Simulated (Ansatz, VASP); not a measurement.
# Ti: VASP beside Ansatz

```xyz
1
Lattice="-1.6410 1.6410 1.6082 1.6410 -1.6410 1.6082 1.6410 1.6410 -1.6082" Properties=species:S:1:pos:R:3 pbc="T T T"
Ti    0.0000    0.0000    0.0000
```

Change from the starting cell: zz strain of -2 %.

Alike in both runs: task single point; functional PBEsol; k mesh 14 × 14 × 14; occupations fermi-dirac, width 0.05 eV; no spin polarisation.

```csv
,VASP,Ansatz
version,VASP 6.6.1,Ansatz 0.2.0
potentials or method,"VASP PAW PBE potentials, release 64 (Ti_sv), cutoff 520 eV","all-electron LAPW, scalar-relativistic"
```

Ansatz gave:

* pressure (GPa): -4.8
* traceless stress, the component that is largest in VASP (GPa): -0.45

Q: Estimate VASP's values.

A: Pressure (GPa): -5.0; traceless stress, the component that is largest in VASP (GPa): -0.44.

VASP's potentials were made for PBE, not for PBEsol. Ansatz ran all-electron here, and VASP with PAW potentials.
